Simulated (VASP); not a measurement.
# TaCo3 (Pm-3m) in VASP: notebook

Runs on TaCo3. Level: LDA. Tasks: single point.

All numbers are computed with VASP 6.6.1; they aren't measurements. Logs are shortened: lines on timing, memory, paths and dates and some standing lists are left out, and cuts for length are marked.

### Step 1. The cell of the first run

Symmetry: Pm-3m, No. 221, cubic system. The conventional cell has a = 3.811 Å, b = 3.811 Å, c = 3.811 Å, α = 90.00°, β = 90.00°, γ = 90.00°. Ta (site symmetry m-3m) has 12 Co at 2.69 Å within 3.6 Å. Co (site symmetry 4/mmm) has 4 Ta at 2.69 Å and 8 Co at 2.69 Å within 3.6 Å.

### Step 2. Single point, LDA, collinear spin, ferromagnetic start (volume scaled by 1.12)

INCAR

```
  PREC = Accurate
  ENCUT = 520
  EDIFF = 1E-6
  ISMEAR = -1
  SIGMA = 0.08
  LREAL = False
  LASPH = True
  NELM = 150
  ALGO = Normal
  ISIF = 2
  LWAVE = False
  LCHARG = False
  ISPIN = 2
  MAGMOM = 0 2 2 2
  LORBIT = 11
  LMAXMIX = 4
  NBANDS = 31
```

KPOINTS

```
Automatic mesh
0
Gamma
  9 9 9
```

POSCAR

```
TaCo3
1.0
    3.8112906708      0.0000000000      0.0000000000
    0.0000000000      3.8112906708      0.0000000000
    0.0000000000      0.0000000000      3.8112906708
Ta Co
1 3
Direct
    0.0000000000      0.0000000000      0.0000000000
    0.0000000000      0.5000000000      0.5000000000
    0.5000000000      0.0000000000      0.5000000000
    0.5000000000      0.5000000000      0.0000000000
```

Potentials or basis: VASP PAW LDA potentials, release 64 (Ta_pv, Co).

On the command line:

```console
cat potpaw_LDA.64/Ta_pv/POTCAR potpaw_LDA.64/Co/POTCAR > POTCAR
mpirun -np 1 vasp_std > vasp.out
```

OUTCAR:

```text
PREC = Accurate
   ENCUT = 520
   EDIFF = 1E-6
   ISMEAR = -1
   LREAL = False
   LASPH = True
   NELM = 150
   ISIF = 2
   ISPIN = 2
   LORBIT = 11

 ion  position               nearest neighbor table
   1  0.000  0.000  0.000-   2 2.69   3 2.69   4 2.69   2 2.69   3 2.69   2 2.69   4 2.69   2 2.69
                             3 2.69   4 2.69   3 2.69   4 2.69
   2  0.000  0.500  0.500-   1 2.69   3 2.69   4 2.69   1 2.69   4 2.69   1 2.69   3 2.69   1 2.69
                             3 2.69   4 2.69   4 2.69   3 2.69
   3  0.500  0.000  0.500-   1 2.69   2 2.69   4 2.69   1 2.69   4 2.69   2 2.69   4 2.69   4 2.69
                             1 2.69   2 2.69   1 2.69   2 2.69
   4  0.500  0.500  0.000-   1 2.69   2 2.69   3 2.69   2 2.69   3 2.69   1 2.69   3 2.69   3 2.69
                             1 2.69   2 2.69   2 2.69   1 2.69

  LATTYP: Found a simple cubic cell.
 ALAT       =     3.8112906708

  Lattice vectors:

 A1 = (   3.8112906708,   0.0000000000,   0.0000000000)
 A2 = (   0.0000000000,   3.8112906708,   0.0000000000)
 A3 = (   0.0000000000,   0.0000000000,   3.8112906708)

Analysis of symmetry for initial positions (statically):
=====================================================================
 Subroutine PRICEL returns:
 Original cell was already a primitive cell.

 Routine SETGRP: Setting up the symmetry group for a
 simple cubic supercell.

 Subroutine GETGRP returns: Found 48 space group operations
 (whereof 48 operations were pure point group operations)
 out of a pool of 48 trial point group operations.

The static configuration has the point symmetry O_h .

Analysis of symmetry for dynamics (positions and initial velocities):
=====================================================================
 Subroutine PRICEL returns:
 Original cell was already a primitive cell.

 Routine SETGRP: Setting up the symmetry group for a
 simple cubic supercell.

 Subroutine GETGRP returns: Found 48 space group operations
 (whereof 48 operations were pure point group operations)
 out of a pool of 48 trial point group operations.

The dynamic configuration has the point symmetry O_h .

Analysis of structural, dynamic, and magnetic symmetry:
=====================================================================
 Subroutine PRICEL returns:
 Original cell was already a primitive cell.

 Routine SETGRP: Setting up the symmetry group for a
 simple cubic supercell.

 Subroutine GETGRP returns: Found 48 space group operations
 (whereof 48 operations were pure point group operations)
 out of a pool of 48 trial point group operations.

The overall configuration has the point symmetry O_h .

 Subroutine INISYM returns: Found 48 space group operations
 (whereof 48 operations are pure point group operations),
 and found     1 'primitive' translations

----------------------------------------------------------------------------------------

                                     Primitive cell

  volume of cell :      55.3626

  direct lattice vectors                    reciprocal lattice vectors
     3.811290671  0.000000000  0.000000000     0.262378309  0.000000000  0.000000000
     0.000000000  3.811290671  0.000000000     0.000000000  0.262378309  0.000000000
     0.000000000  0.000000000  3.811290671     0.000000000  0.000000000  0.262378309

  length of vectors
     3.811290671  3.811290671  3.811290671     0.262378309  0.262378309  0.262378309

  position of ions in fractional coordinates (direct lattice)
     0.000000000  0.000000000  0.000000000
     0.000000000  0.500000000  0.500000000
     0.500000000  0.000000000  0.500000000
     0.500000000  0.500000000  0.000000000

  ion indices of the primitive-cell ions
   primitive index   ion index
                 1           1
                 2           2
                 3           3
                 4           4

----------------------------------------------------------------------------------------

 KPOINTS: Automatic mesh

Automatic generation of k-mesh.
 Grid dimensions read from file:
 generate k-points for:    9    9    9

 Generating k-lattice:

  Cartesian coordinates                     Fractional coordinates (reciprocal lattice)
     0.029153145  0.000000000  0.000000000     0.111111111  0.000000000  0.000000000
     0.000000000  0.029153145  0.000000000     0.000000000  0.111111111  0.000000000
     0.000000000  0.000000000  0.029153145     0.000000000  0.000000000  0.111111111

  Length of vectors
     0.029153145  0.029153145  0.029153145

  Shift w.r.t. Gamma in fractional coordinates (k-lattice)
     0.000000000  0.000000000  0.000000000

 Subroutine IBZKPT returns following result:
 ===========================================

 Found     35 irreducible k-points:

 Following reciprocal coordinates:
            Coordinates               Weight
  0.000000  0.000000  0.000000      1.000000
  0.111111  0.000000  0.000000      6.000000
  0.222222  0.000000  0.000000      6.000000
  0.333333  0.000000  0.000000      6.000000
  0.444444  0.000000  0.000000      6.000000
  0.111111  0.111111  0.000000     12.000000
[... 16 lines left out ...]
  0.333333  0.333333  0.111111     24.000000
  0.444444  0.333333  0.111111     48.000000
 [... further k-points ...]
   k-points           NKPTS =     35   k-points in BZ     NKDIM =     35   number of bands    NBANDS=     31
   number of dos      NEDOS =    301   number of ions     NIONS =      4
   total plane-waves  NPLWV =  21952
   dimension x,y,z NGX =    28 NGY =   28 NGZ =   28
   dimension x,y,z NGXF=    56 NGYF=   56 NGZF=   56
   ions per type =               1   3
   NGX,Y,Z   is equivalent  to a cutoff of  12.21, 12.21, 12.21 a.u.
   NGXF,Y,Z  is equivalent  to a cutoff of  24.43, 24.43, 24.43 a.u.
 SYSTEM =  unknown system
   PREC   = accura    normal or accurate (medium, high low for compatibility)
   ISTART =      0    job   : 0-new  1-cont  2-samecut
   ICHARG =      2    charge: 1-file 2-atom 10-const
   ISPIN  =      2    spin polarized calculation?
   LNONCOLLINEAR =      F non collinear calculations
   LSORBIT =      F    spin-orbit coupling
   LASPH  =      T    aspherical Exc in radial PAW
   ENCUT  =  520.0 eV  38.22 Ry    6.18 a.u.   7.09  7.09  7.09*2*pi/ulx,y,z
   NELM   =    150;   NELMIN=  2; NELMDL= -5     # of ELM steps
   EDIFF  = 0.1E-05   stopping-criterion for ELM
   LREAL  =      F    real-space projection
   EDIFFG = 0.1E-04   stopping-criterion for IOM
   NSW    =      0    number of steps for IOM
   IBRION =     -1    ionic relax: 0-MD 1-quasi-New 2-CG
   NFREE  =      0    steps in history (QN), initial steepest desc. (CG)
   ISIF   =      2    stress and relaxation
   ISYM   =      2    0-nonsym 1-usesym 2-fastsym
   POTIM  = 0.5000    time-step for ionic-motion
   TEBEG  =    0.0;   TEEND  =   0.0 temperature during run
   PSTRESS=    0.0 pullay stress
   NELECT =      38.0000    total number of electrons
   NUPDOWN=      -1.0000    fix difference up-down
   EMIN   =  10.00;   EMAX   =-10.00  energy-range for DOS
   EFERMI =   0.00;   METHOD = LEGACY
   ISMEAR =    -1;   SIGMA  =   0.08  broadening in eV -4-tet -1-fermi 0-gaus
   EFERMI_NEDOS =   21; number of points for ismear=-14 and -15
   IALGO  =     38    algorithm
   IMIX   =      4    mixing-type and parameters
     AMIX     =   0.40;   BMIX     =  1.00
     AMIX_MAG =   1.60;   BMIX_MAG =  1.00
  volume/ion in A,a.u.               =      13.84        93.40
  Fermi-wavevector in a.u.,A,eV,Ry     =   1.444100  2.728953 28.373930  2.085425
  Thomas-Fermi vector in A             =   2.562433
   LORBIT       =     11    0 simple, 1 ext, 2 COOP (PROOUT), +10 PAW based schemes
   GGA     = CA    functional components
   LHFCALC =     F    Hartree Fock is set to
   AEXX    =    0.0000 exact exchange contribution
   IVDW    =     0    specifies the selected vdW correction
   LEPSILON=     F    determine dielectric tensor
   LRPA    =     F    only Hartree local field effects (RPA)
 spin polarized calculation
  energy-cutoff  :      520.00
  volume of cell :       55.36
 maximum number of plane-waves:      1505
   NGX = 15   NGY = 15   NGZ = 15

 number of electron      38.0000025 magnetization       1.5419177

 Free energy of the ion-electron system (eV)
  ---------------------------------------------------
  ext. energy  EPLUGINS =         0.00000000
  ---------------------------------------------------
  free energy    TOTEN  =       -37.15884977 eV

  energy without entropy =      -37.05486970  energy(sigma->0) =      -37.10685973

 E-fermi :   7.2036     XC(G=0): -12.9022

 val. band max:        7.1989735682   @ k =   0.1111   0.1111   0.0000
 cond. band min:       7.2198697963   @ k =   0.1111   0.0000   0.0000
 fundamental gap:      0.0208962281
 Fermi energy:         7.2035628184

 spin component 1

 k-point     1 :       0.0000    0.0000    0.0000
  band No.  band energies     occupation
      1     -27.1471      1.00000
      2     -27.1471      1.00000
      3     -27.1471      1.00000
      4      -0.7699      1.00000
      5       2.8791      1.00000
      6       2.8791      1.00000
[... 805 lines left out ...]
     30      17.9394      0.00000
     31      18.9554      0.00000

 [... further k-points ...]

 spin component 2

 k-point     1 :       0.0000    0.0000    0.0000
  band No.  band energies     occupation
      1     -27.2566      1.00000
      2     -27.2566      1.00000
      3     -27.2566      1.00000
      4      -0.7835      1.00000
      5       3.0477      1.00000
      6       3.0477      1.00000
[... 805 lines left out ...]
     30      18.0873      0.00000
     31      19.0249      0.00000

 [... further k-points ...]

------------------------ aborting loop because EDIFF is reached ----------------------------------------

  FORCE on cell =-STRESS in cart. coord.  units (eV):
  Direction    XX          YY          ZZ          XY          YZ          ZX
  --------------------------------------------------------------------------------------
  -------------------------------------------------------------------------------------
  Total      -12.5860810    -12.5860810    -12.5860810     -0.0000000      0.0000000     -0.0000000
  in kB     -364.2376963   -364.2376963   -364.2376963     -0.0000000      0.0000000     -0.0000000
  external PRESSURE =    -364.2376963 kB  Pullay stress =       0.0000000 kB

 VOLUME and BASIS-vectors are now :
 -----------------------------------------------------------------------------
  energy-cutoff  :      520.00
  volume of cell :       55.36
      direct lattice vectors                 reciprocal lattice vectors
     3.811290671  0.000000000  0.000000000     0.262378309  0.000000000  0.000000000
     0.000000000  3.811290671  0.000000000     0.000000000  0.262378309  0.000000000
     0.000000000  0.000000000  3.811290671     0.000000000  0.000000000  0.262378309

 POSITION                                       TOTAL-FORCE (eV/Angst)
 -----------------------------------------------------------------------------------
      0.00000      0.00000      0.00000         0.000000      0.000000      0.000000
      0.00000      1.90565      1.90565         0.000000      0.000000      0.000000
      1.90565      0.00000      1.90565         0.000000      0.000000      0.000000
      1.90565      1.90565      0.00000         0.000000      0.000000      0.000000
 -----------------------------------------------------------------------------------
    total drift:                                0.000000      0.000000      0.000000

  FREE ENERGIE OF THE ION-ELECTRON SYSTEM (eV)
  ---------------------------------------------------
  free  energy   TOTEN  =       -37.1588497687 eV

  energy  without entropy=      -37.0548696987  energy(sigma->0) =      -37.10685973

 total charge

# of ion       s       p       d       tot
------------------------------------------
    1        0.375   6.158   2.181   8.715
    2        0.447   0.421   7.290   8.157
    3        0.447   0.421   7.290   8.157
    4        0.447   0.421   7.290   8.157
--------------------------------------------------
tot          1.715   7.421  24.051  33.187

 magnetization (x)

# of ion       s       p       d       tot
------------------------------------------
    1       -0.006  -0.015  -0.190  -0.211
    2       -0.005  -0.015   0.640   0.620
    3       -0.005  -0.015   0.640   0.620
    4       -0.005  -0.015   0.640   0.620
--------------------------------------------------
tot         -0.019  -0.061   1.729   1.648
```

It took 2.6 min on 1 thread of AMD EPYC 7R43 (Zen 3), shared host; peak memory 0.17 GiB.

What came out:

```yaml
Free_energy: -37.1588 eV
Pressure: -36.4 GPa
Net_moment: 1.54 μB per cell
Site_moments: Ta -0.21; Co +0.62 μB
Valence_electrons_inside_the_program's_atomic_spheres: Ta 8.71; Co 8.16
```

Caveat: spin-orbit coupling is left out, which moves the levels of the heavy elements.

### Step 3. Single point, LDA, collinear spin, ferromagnetic start (volume scaled by 1.2)

INCAR

```
SYSTEM = TaCo3
PREC = Accurate
ENCUT = 520
EDIFF = 1E-6
ISMEAR = -1
SIGMA = 0.08
LREAL = .False.
LASPH = .True.
NELM = 150
ALGO = Normal
ISIF = 2
LWAVE = .False.
LCHARG = .False.
ISPIN = 2
MAGMOM = 0 2 2 2
LORBIT = 11
LMAXMIX = 4
NBANDS = 31
```

KPOINTS

```
Automatic mesh
0
Gamma
  9 9 9
  0 0 0
```

POSCAR

```
TaCo3
1.0
    3.8999569489      0.0000000000      0.0000000000
    0.0000000000      3.8999569489      0.0000000000
    0.0000000000      0.0000000000      3.8999569489
Ta Co
1 3
Direct
    0.0000000000      0.0000000000      0.0000000000
    0.0000000000      0.5000000000      0.5000000000
    0.5000000000      0.0000000000      0.5000000000
    0.5000000000      0.5000000000      0.0000000000
```

Potentials or basis: VASP PAW LDA potentials, release 64 (Ta_pv, Co).

On the command line:

```console
cat potpaw_LDA.64/Ta_pv/POTCAR potpaw_LDA.64/Co/POTCAR > POTCAR
mpirun -np 1 vasp_std > vasp.out
```

OUTCAR:

```text
SYSTEM = TaCo3
   PREC = Accurate
   ENCUT = 520
   EDIFF = 1E-6
   ISMEAR = -1
   LREAL = .False.
   LASPH = .True.
   NELM = 150
   ISIF = 2
   ISPIN = 2
   LORBIT = 11

 ion  position               nearest neighbor table
   1  0.000  0.000  0.000-   2 2.76   3 2.76   4 2.76   2 2.76   3 2.76   2 2.76   4 2.76   2 2.76
                             3 2.76   4 2.76   3 2.76   4 2.76
   2  0.000  0.500  0.500-   1 2.76   3 2.76   4 2.76   1 2.76   4 2.76   1 2.76   3 2.76   1 2.76
                             3 2.76   4 2.76   4 2.76   3 2.76
   3  0.500  0.000  0.500-   1 2.76   2 2.76   4 2.76   1 2.76   4 2.76   2 2.76   4 2.76   4 2.76
                             1 2.76   2 2.76   1 2.76   2 2.76
   4  0.500  0.500  0.000-   1 2.76   2 2.76   3 2.76   2 2.76   3 2.76   1 2.76   3 2.76   3 2.76
                             1 2.76   2 2.76   2 2.76   1 2.76

  LATTYP: Found a simple cubic cell.
[... 1865 lines left out ...]

 POSITION                                       TOTAL-FORCE (eV/Angst)
 -----------------------------------------------------------------------------------
      0.00000      0.00000      0.00000         0.000000      0.000000      0.000000
      0.00000      1.94998      1.94998         0.000000      0.000000      0.000000
      1.94998      0.00000      1.94998         0.000000      0.000000      0.000000
      1.94998      1.94998      0.00000         0.000000      0.000000      0.000000
 -----------------------------------------------------------------------------------
    total drift:                                0.000000      0.000000     -0.000000

  FREE ENERGIE OF THE ION-ELECTRON SYSTEM (eV)
  ---------------------------------------------------
  free  energy   TOTEN  =       -36.1909307187 eV

  energy  without entropy=      -36.0897996981  energy(sigma->0) =      -36.14036521

 total charge

# of ion       s       p       d       tot
------------------------------------------
    1        0.362   6.136   2.119   8.618
    2        0.423   0.375   7.259   8.057
    3        0.423   0.375   7.259   8.057
    4        0.423   0.375   7.259   8.057
--------------------------------------------------
tot          1.630   7.262  23.895  32.788

 magnetization (x)

# of ion       s       p       d       tot
------------------------------------------
    1       -0.007  -0.018  -0.247  -0.272
    2       -0.005  -0.018   0.748   0.725
    3       -0.005  -0.018   0.748   0.725
    4       -0.005  -0.018   0.748   0.725
--------------------------------------------------
tot         -0.023  -0.073   1.998   1.903
```

Wall time 2.6 min (1 thread of AMD EPYC 7R43 (Zen 3), shared host); peak memory 0.18 GiB.

What came out:

- Free energy: -36.1909 eV
- Pressure: -41.6 GPa
- Net moment: 1.75 μB per cell
- Site moments: Ta -0.27; Co +0.72 μB
- Valence electrons inside the program's atomic spheres: Ta 8.62; Co 8.06

Caveat: spin-orbit coupling is left out, which moves the levels of the heavy elements.
